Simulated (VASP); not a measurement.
# NaF (Fm-3m) in VASP: a series of runs

Aim: see how the results for NaF move with the level of theory and the settings. Levels: LDA, PBE. Tasks: single point.

Everything below comes from runs of VASP 6.6.1. Logs are shortened: lines on timing, memory, paths and dates and some standing lists are left out, and cuts for length are marked.

### Step 1. The cell of the first run

Symmetry: Fm-3m, No. 225, cubic system. The conventional cell has a = 4.640 Å, b = 4.640 Å, c = 4.640 Å, α = 90.00°, β = 90.00°, γ = 90.00°. Na (site symmetry m-3m) has 6 F at 2.32 Å within 3.1 Å. Within 3.1 Å of F (site symmetry m-3m) lie 6 Na at 2.32 Å.

### Step 2. Single point, LDA

The input, INCAR:

```
SYSTEM = NaF
PREC = Accurate
ENCUT = 520
EDIFF = 1E-7
ISMEAR = -1
SIGMA = 0.05
LREAL = .FALSE.
LASPH = .TRUE.
NELM = 100
ALGO = Normal
ISIF = 2
LWAVE = .FALSE.
LCHARG = .FALSE.
GGA = CA
NBANDS = 14
```

The input, KPOINTS:

```
regular mesh
0
G
  6 6 6
  0 0 0
```

The input, POSCAR:

```
NaF
1.0
    0.0000000000      2.3200000000      2.3200000000
    2.3200000000      0.0000000000      2.3200000000
    2.3200000000      2.3200000000      0.0000000000
Na F
1 1
Direct
    0.0000000000      0.0000000000      0.0000000000
    0.5000000000      0.5000000000      0.5000000000
```

Potentials or basis: VASP PAW LDA potentials, release 64 (Na_pv, F).

Started as:

```console
$ cat potpaw_LDA.64/Na_pv/POTCAR potpaw_LDA.64/F/POTCAR > POTCAR
$ mpirun -np 1 vasp_std > vasp.out
```

OUTCAR:

```text
SYSTEM = NaF
   PREC = Accurate
   ENCUT = 520
   EDIFF = 1E-7
   ISMEAR = -1
   LREAL = .FALSE.
   LASPH = .TRUE.
   NELM = 100
   ISIF = 2
   GGA = CA

 ion  position               nearest neighbor table
   1  0.000  0.000  0.000-   2 2.32   2 2.32   2 2.32   2 2.32   2 2.32   2 2.32
   2  0.500  0.500  0.500-   1 2.32   1 2.32   1 2.32   1 2.32   1 2.32   1 2.32

  LATTYP: Found a face centered cubic cell.
 ALAT       =     4.6400000000

  Lattice vectors:

 A1 = (   0.0000000000,   2.3200000000,   2.3200000000)
 A2 = (   2.3200000000,   0.0000000000,   2.3200000000)
 A3 = (   2.3200000000,   2.3200000000,   0.0000000000)

Analysis of symmetry for initial positions (statically):
=====================================================================
 Subroutine PRICEL returns:
 Original cell was already a primitive cell.

 Routine SETGRP: Setting up the symmetry group for a
 face centered cubic supercell.

 Subroutine GETGRP returns: Found 48 space group operations
 (whereof 48 operations were pure point group operations)
 out of a pool of 48 trial point group operations.

The static configuration has the point symmetry O_h .

Analysis of symmetry for dynamics (positions and initial velocities):
=====================================================================
 Subroutine PRICEL returns:
 Original cell was already a primitive cell.

 Routine SETGRP: Setting up the symmetry group for a
 face centered cubic supercell.

 Subroutine GETGRP returns: Found 48 space group operations
 (whereof 48 operations were pure point group operations)
 out of a pool of 48 trial point group operations.

The dynamic configuration has the point symmetry O_h .

 Subroutine INISYM returns: Found 48 space group operations
 (whereof 48 operations are pure point group operations),
 and found     1 'primitive' translations

----------------------------------------------------------------------------------------

                                     Primitive cell

  volume of cell :      24.9743

  direct lattice vectors                    reciprocal lattice vectors
     0.000000000  2.320000000  2.320000000    -0.215517241  0.215517241  0.215517241
     2.320000000  0.000000000  2.320000000     0.215517241 -0.215517241  0.215517241
     2.320000000  2.320000000  0.000000000     0.215517241  0.215517241 -0.215517241

  length of vectors
     3.280975465  3.280975465  3.280975465     0.373286812  0.373286812  0.373286812

  position of ions in fractional coordinates (direct lattice)
[... 78 lines left out ...]
   POTIM  = 0.5000    time-step for ionic-motion
   TEBEG  =    0.0;   TEEND  =   0.0 temperature during run
   PSTRESS=    0.0 pullay stress
   NELECT =      14.0000    total number of electrons
   NUPDOWN=      -1.0000    fix difference up-down
   EMIN   =  10.00;   EMAX   =-10.00  energy-range for DOS
   EFERMI =   0.00;   METHOD = LEGACY
   ISMEAR =    -1;   SIGMA  =   0.05  broadening in eV -4-tet -1-fermi 0-gaus
   EFERMI_NEDOS =   21; number of points for ismear=-14 and -15
   IALGO  =     38    algorithm
   IMIX   =      4    mixing-type and parameters
     AMIX     =   0.40;   BMIX     =  1.00
     AMIX_MAG =   1.60;   BMIX_MAG =  1.00
  volume/ion in A,a.u.               =      12.49        84.27
  Fermi-wavevector in a.u.,A,eV,Ry     =   1.349852  2.550851 24.791186  1.822101
  Thomas-Fermi vector in A             =   2.477405
   LORBIT       =      0    0 simple, 1 ext, 2 COOP (PROOUT), +10 PAW based schemes
   GGA     = CA    functional components
   LHFCALC =     F    Hartree Fock is set to
   AEXX    =    0.0000 exact exchange contribution
   IVDW    =     0    specifies the selected vdW correction
   LEPSILON=     F    determine dielectric tensor
   LRPA    =     F    only Hartree local field effects (RPA)
 non-spin polarized calculation
  energy-cutoff  :      520.00
  volume of cell :       24.97
 maximum number of plane-waves:       692
   NGX = 13   NGY = 13   NGZ = 13

 number of electron      13.9999978 magnetization

 Free energy of the ion-electron system (eV)
  ---------------------------------------------------
  ext. energy  EPLUGINS =         0.00000000
  ---------------------------------------------------
  free energy    TOTEN  =        -9.30272529 eV

  energy without entropy =       -9.30272529  energy(sigma->0) =       -9.30272529

 E-fermi :  -1.3361     XC(G=0):  -9.9245

 val. band max:       -2.5287123580   @ k =   0.0000   0.0000   0.0000
 cond. band min:       3.4064969370   @ k =   0.0000   0.0000   0.0000
 fundamental gap:      5.9352092950
 Fermi energy:        -1.3361363062

 k-point     1 :       0.0000    0.0000    0.0000
  band No.  band energies     occupation
      1     -21.3005      2.00000
      2     -21.3005      2.00000
      3     -21.3005      2.00000
      4     -21.2819      2.00000
      5      -2.5287      2.00000
      6      -2.5287      2.00000
      7      -2.5287      2.00000
      8       3.4065      0.00000
      9      15.9790      0.00000
     10      15.9790      0.00000
     11      15.9790      0.00000
     12      18.7817      0.00000
     13      21.0061      0.00000
     14      21.0061      0.00000
[... 241 lines left out ...]
      1     -21.6157      2.00000
      2     -21.4254      2.00000
      3     -21.3793      2.00000
      4     -20.7240      2.00000
      5      -3.6510      2.00000
      6      -3.2010      2.00000
      7      -3.0788      2.00000
      8      10.2137      0.00000
      9      10.2694      0.00000
     10      11.6457      0.00000
     11      14.7573      0.00000
     12      18.4402      0.00000
     13      23.0234      0.00000
     14      23.0876      0.00000

------------------------ aborting loop because EDIFF is reached ----------------------------------------

  FORCE on cell =-STRESS in cart. coord.  units (eV):
  Direction    XX          YY          ZZ          XY          YZ          ZX
  --------------------------------------------------------------------------------------
  -------------------------------------------------------------------------------------
  Total       -0.7073603     -0.7073603     -0.7073603      0.0000000     -0.0000000     -0.0000000
  in kB      -45.3792472    -45.3792472    -45.3792472      0.0000000     -0.0000000     -0.0000000
  external PRESSURE =     -45.3792472 kB  Pullay stress =       0.0000000 kB

 VOLUME and BASIS-vectors are now :
 -----------------------------------------------------------------------------
  energy-cutoff  :      520.00
  volume of cell :       24.97
      direct lattice vectors                 reciprocal lattice vectors
     0.000000000  2.320000000  2.320000000    -0.215517241  0.215517241  0.215517241
     2.320000000  0.000000000  2.320000000     0.215517241 -0.215517241  0.215517241
     2.320000000  2.320000000  0.000000000     0.215517241  0.215517241 -0.215517241

 POSITION                                       TOTAL-FORCE (eV/Angst)
 -----------------------------------------------------------------------------------
      0.00000      0.00000      0.00000         0.000000      0.000000     -0.000000
      2.32000      2.32000      2.32000         0.000000      0.000000      0.000000
 -----------------------------------------------------------------------------------
    total drift:                                0.000000     -0.000000      0.000000

  FREE ENERGIE OF THE ION-ELECTRON SYSTEM (eV)
  ---------------------------------------------------
  free  energy   TOTEN  =        -9.3027252918 eV

  energy  without entropy=       -9.3027252918  energy(sigma->0) =       -9.30272529
```

stdout:

```text
POSCAR found type information on POSCAR NaF
 POSCAR found :  2 types and       2 ions
 scaLAPACK will be used
 LDA part: xc-table for (Slater(with rela. corr.)+CA(PZ))
 , standard interpolation
 POSCAR, INCAR and KPOINTS ok, starting setup
 FFT: planning ... GRIDC
 FFT: planning ... GRID_SOFT
 FFT: planning ... GRID
 WAVECAR not read
 entering main loop
```

Wall time 3.6 s (1 thread of AMD EPYC 7R13 (Zen 3), shared host); peak memory 0.09 GiB.

What came out:

```
Free energy            : -9.3027 eV
Pressure               : -4.5 GPa
Band gap on the k mesh : 5.94 eV
```

Caveat: the cell stands under tension. A hybrid or GW would open this gap; LDA tends to underestimate it.

### Step 3. Single point, PBE

The input, INCAR:

```
ALGO = Normal
EDIFF = 1E-6
ENCUT = 520
GGA = PE
ISIF = 2
ISMEAR = -1
LASPH = T
LCHARG = F
LREAL = F
LWAVE = F
NBANDS = 14
NELM = 80
PREC = Accurate
SIGMA = 0.05
```

The input, KPOINTS:

```
k-points
0
Gamma
  6 6 6
```

POSCAR is that of step 2.

Potentials or basis: VASP PAW PBE potentials, release 64 (Na_pv, F).

Started as:

```console
$ cat potpaw_PBE.64/Na_pv/POTCAR potpaw_PBE.64/F/POTCAR > POTCAR
$ mpirun -np 1 vasp_std > vasp.out
```

Run time: 3.9 s. Hardware: 1 thread of AMD EPYC 7R13 (Zen 3), shared host; peak memory 0.1 GiB.

Results (log left out):

```
Free energy            : -8.5629 eV
Pressure               : 1.8 GPa
Band gap on the k mesh : 6.28 eV
```

Levels at points of the mesh, in eV from the valence-band top:
```tsv
k point	band 3	band 4	band 5	band 6	band 7	band 8	band 9	band 10	band 11	band 12
(0.00, 0.00, 0.00)	-18.96	-18.96	0.00	0.00	0.00	6.28	18.95	18.95	18.95	21.80
(0.50, 0.00, 0.00)	-18.97	-18.19	-1.58	-0.25	-0.25	10.76	12.43	20.07	20.07	22.87
(0.50, 0.50, 0.00)	-19.01	-18.92	-1.27	-0.40	-0.40	13.12	13.29	13.57	19.72	19.72
```
